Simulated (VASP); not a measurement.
# InSb3 (P4/mmm) in VASP: single point with PBE

Aim: the single point of InSb3 with PBE.

Everything below comes from runs of VASP 6.6.1. Logs are shortened: lines on timing, memory, paths and dates and some standing lists are left out, and cuts for length are marked.

## (1) The cell of the first run

It takes space group P4/mmm (No. 123, tetragonal). Conventional cell: a = 4.950 Å, b = 4.950 Å, c = 4.554 Å, α = 90.00°, β = 90.00°, γ = 90.00°. Within 4.4 Å of In (site symmetry 4/mmm) lie 12 Sb at 3.36 to 3.50 Å. Within 4.4 Å of Sb (site symmetry mmm) lie 4 In at 3.36 Å and 8 Sb at 3.36 to 3.50 Å. Sb (site symmetry 4/mmm) has 8 Sb at 3.36 Å and 4 In at 3.50 Å within 4.4 Å.

## (2) Single point, PBE

INCAR reads:

```
SYSTEM = InSb3
ALGO = Normal
EDIFF = 1E-7
ENCUT = 520
GGA = PE
ISIF = 2
ISMEAR = 0
LASPH = .TRUE.
LCHARG = .FALSE.
LREAL = .FALSE.
LWAVE = .FALSE.
NBANDS = 22
NELM = 100
PREC = Accurate
SIGMA = 0.15
```

KPOINTS reads:

```
k-points
0
G
  12 12 12
  0 0 0
```

POSCAR reads:

```
InSb3
1.0
    4.9495086345      0.0000000000      0.0000000000
    0.0000000000      4.9495086345      0.0000000000
    0.0000000000      0.0000000000      4.5535479438
In Sb
1 3
Direct
    0.0000000000      0.0000000000      0.0000000000
    0.5000000000      0.0000000000      0.5000000000
    0.0000000000      0.5000000000      0.5000000000
    0.5000000000      0.5000000000      0.0000000000
```

Potentials or basis: VASP PAW PBE potentials, release 64 (In_d, Sb).

Run with:

```console
$ cat potpaw_PBE.64/In_d/POTCAR potpaw_PBE.64/Sb/POTCAR > POTCAR
$ mpirun -np 1 vasp_std > vasp.out
```

OUTCAR:

```text
SYSTEM = InSb3
   EDIFF = 1E-7
   ENCUT = 520
   GGA = PE
   ISIF = 2
   ISMEAR = 0
   LASPH = .TRUE.
   LREAL = .FALSE.
   NELM = 100
   PREC = Accurate

 ion  position               nearest neighbor table
   1  0.000  0.000  0.000-   2 3.36   3 3.36   2 3.36   3 3.36   3 3.36   3 3.36   2 3.36   2 3.36
                             4 3.50   4 3.50   4 3.50   4 3.50
   2  0.500  0.000  0.500-   1 3.36   4 3.36   1 3.36   4 3.36   4 3.36   4 3.36   1 3.36   1 3.36
                             3 3.50   3 3.50   3 3.50   3 3.50
   3  0.000  0.500  0.500-   1 3.36   4 3.36   1 3.36   4 3.36   1 3.36   1 3.36   4 3.36   4 3.36
                             2 3.50   2 3.50   2 3.50   2 3.50
   4  0.500  0.500  0.000-   2 3.36   3 3.36   2 3.36   3 3.36   2 3.36   2 3.36   3 3.36   3 3.36
                             1 3.50   1 3.50   1 3.50   1 3.50

  LATTYP: Found a simple tetragonal cell.
 ALAT       =     4.9495086345
 C/A-ratio  =     0.9200000000

  Lattice vectors:

 A1 = (   4.9495086345,   0.0000000000,   0.0000000000)
 A2 = (   0.0000000000,   4.9495086345,   0.0000000000)
 A3 = (   0.0000000000,   0.0000000000,   4.5535479438)

Analysis of symmetry for initial positions (statically):
=====================================================================
 Subroutine PRICEL returns:
 Original cell was already a primitive cell.

 Routine SETGRP: Setting up the symmetry group for a
 simple tetragonal supercell.

 Subroutine GETGRP returns: Found 16 space group operations
 (whereof 16 operations were pure point group operations)
 out of a pool of 16 trial point group operations.

The static configuration has the point symmetry D_4h.

Analysis of symmetry for dynamics (positions and initial velocities):
=====================================================================
 Subroutine PRICEL returns:
 Original cell was already a primitive cell.

 Routine SETGRP: Setting up the symmetry group for a
 simple tetragonal supercell.

 Subroutine GETGRP returns: Found 16 space group operations
 (whereof 16 operations were pure point group operations)
 out of a pool of 16 trial point group operations.

The dynamic configuration has the point symmetry D_4h.

 Subroutine INISYM returns: Found 16 space group operations
 (whereof 16 operations are pure point group operations),
 and found     1 'primitive' translations

----------------------------------------------------------------------------------------

                                     Primitive cell
[... 90 lines left out ...]
   LNONCOLLINEAR =      F non collinear calculations
   LSORBIT =      F    spin-orbit coupling
   LASPH  =      T    aspherical Exc in radial PAW
   ENCUT  =  520.0 eV  38.22 Ry    6.18 a.u.   9.20  9.20  8.47*2*pi/ulx,y,z
   NELM   =    100;   NELMIN=  2; NELMDL= -5     # of ELM steps
   EDIFF  = 0.1E-06   stopping-criterion for ELM
   LREAL  =      F    real-space projection
   EDIFFG = 0.1E-05   stopping-criterion for IOM
   NSW    =      0    number of steps for IOM
   IBRION =     -1    ionic relax: 0-MD 1-quasi-New 2-CG
   NFREE  =      0    steps in history (QN), initial steepest desc. (CG)
   ISIF   =      2    stress and relaxation
   ISYM   =      2    0-nonsym 1-usesym 2-fastsym
   POTIM  = 0.5000    time-step for ionic-motion
   TEBEG  =    0.0;   TEEND  =   0.0 temperature during run
   PSTRESS=    0.0 pullay stress
   NELECT =      28.0000    total number of electrons
   NUPDOWN=      -1.0000    fix difference up-down
   EMIN   =  10.00;   EMAX   =-10.00  energy-range for DOS
   EFERMI =   0.00;   METHOD = LEGACY
   ISMEAR =     0;   SIGMA  =   0.15  broadening in eV -4-tet -1-fermi 0-gaus
   EFERMI_NEDOS =   21; number of points for ismear=-14 and -15
   IALGO  =     38    algorithm
   IMIX   =      4    mixing-type and parameters
     AMIX     =   0.40;   BMIX     =  1.00
     AMIX_MAG =   1.60;   BMIX_MAG =  1.00
  volume/ion in A,a.u.               =      27.89       188.20
  Fermi-wavevector in a.u.,A,eV,Ry     =   1.032689  1.951499 14.509882  1.066446
  Thomas-Fermi vector in A             =   2.166899
   LORBIT       =      0    0 simple, 1 ext, 2 COOP (PROOUT), +10 PAW based schemes
   GGA     = PE    functional components
   LHFCALC =     F    Hartree Fock is set to
   AEXX    =    0.0000 exact exchange contribution
   IVDW    =     0    specifies the selected vdW correction
   LEPSILON=     F    determine dielectric tensor
   LRPA    =     F    only Hartree local field effects (RPA)
 non-spin polarized calculation
 Gauss-broadening in eV      SIGMA  =   0.15
  energy-cutoff  :      520.00
  volume of cell :      111.55
 maximum number of plane-waves:      3037
 NGX is ok and might be reduce to    40
   NGX = 19   NGY = 19   NGZ = 17

 number of electron      28.0000006 magnetization

 Free energy of the ion-electron system (eV)
  ---------------------------------------------------
  ext. energy  EPLUGINS =         0.00000000
  ---------------------------------------------------
  free energy    TOTEN  =       -14.26379245 eV

  energy without entropy =      -14.24256071  energy(sigma->0) =      -14.25317658

 E-fermi :   7.7397     XC(G=0): -10.0408

 val. band max:        7.7366360960   @ k =   0.2500   0.0833   0.0000
 cond. band min:       7.7401730076   @ k =   0.5000   0.0000   0.3333
 fundamental gap:      0.0035369116
 Fermi energy:         7.7397130062

 k-point     1 :       0.0000    0.0000    0.0000
  band No.  band energies     occupation
      1      -6.7489      2.00000
      2      -6.7332      2.00000
      3      -6.7245      2.00000
      4      -6.7232      2.00000
      5      -6.7232      2.00000
      6      -4.3621      2.00000
[... 589 lines left out ...]
     21      12.7701      0.00000
     22      13.8465      0.00000

 [... further k-points ...]
[... 5 lines left out ...]
  --------------------------------------------------------------------------------------
  -------------------------------------------------------------------------------------
  Total       -0.0585710     -0.0585710     -0.1151246      0.0000000     -0.0000000      0.0000000
  in kB       -0.8412384     -0.8412384     -1.6535011      0.0000000     -0.0000000      0.0000000
  external PRESSURE =      -1.1119926 kB  Pullay stress =       0.0000000 kB

 VOLUME and BASIS-vectors are now :
 -----------------------------------------------------------------------------
  energy-cutoff  :      520.00
  volume of cell :      111.55
      direct lattice vectors                 reciprocal lattice vectors
     4.949508634  0.000000000  0.000000000     0.202040258  0.000000000  0.000000000
     0.000000000  4.949508634  0.000000000     0.000000000  0.202040258  0.000000000
     0.000000000  0.000000000  4.553547944     0.000000000  0.000000000  0.219608976

 POSITION                                       TOTAL-FORCE (eV/Angst)
 -----------------------------------------------------------------------------------
      0.00000      0.00000      0.00000         0.000000      0.000000      0.000000
      2.47475      0.00000      2.27677         0.000000      0.000000      0.000000
      0.00000      2.47475      2.27677         0.000000      0.000000      0.000000
      2.47475      2.47475      0.00000         0.000000      0.000000      0.000000
 -----------------------------------------------------------------------------------
    total drift:                               -0.000000     -0.000000     -0.000000

  FREE ENERGIE OF THE ION-ELECTRON SYSTEM (eV)
  ---------------------------------------------------
  free  energy   TOTEN  =       -14.2637924539 eV

  energy  without entropy=      -14.2425607125  energy(sigma->0) =      -14.25317658
```

It took 2.2 min on 1 thread of Intel Xeon 6975P-C (Granite Rapids), shared host; peak memory 0.56 GiB.

What came out:

- Free energy: -14.2638 eV
- Pressure: -0.1 GPa
- Band gap on the k mesh: zero (band 14 reaches 10.65 eV, above the bottom of band 15 at 6.62 eV)

Levels at points of the mesh, in eV from the Fermi level:
| k point | band 10 | band 11 | band 12 | band 13 | band 14 | band 15 | band 16 | band 17 | band 18 | band 19 |
| --- | --- | --- | --- | --- | --- | --- | --- | --- | --- | --- |
| (0.00, 0.00, 0.00) | -4.43 | -3.75 | -3.46 | 0.23 | 0.23 | 0.55 | 1.88 | 2.02 | 2.02 | 4.15 |
| (0.50, 0.00, 0.00) | -3.19 | -2.49 | -2.33 | -1.65 | -0.77 | -0.62 | 1.73 | 2.22 | 2.29 | 2.66 |
| (0.50, 0.50, 0.00) | -1.82 | -1.05 | -1.05 | -1.02 | -0.78 | -0.78 | 0.33 | 1.52 | 2.58 | 2.83 |
| (0.00, 0.00, 0.50) | -2.80 | -2.80 | -2.08 | -2.08 | -1.40 | -1.05 | 1.77 | 1.77 | 2.36 | 2.55 |
| (0.50, 0.00, 0.50) | -2.73 | -1.87 | -1.83 | -1.41 | -1.21 | -1.12 | -0.77 | 0.95 | 3.47 | 3.65 |
| (0.50, 0.50, 0.50) | -4.94 | -4.94 | -4.80 | -4.70 | 2.91 | 3.00 | 3.67 | 3.67 | 4.00 | 6.25 |

Caveat: spin-orbit coupling is left out, which moves the levels of the heavy elements.
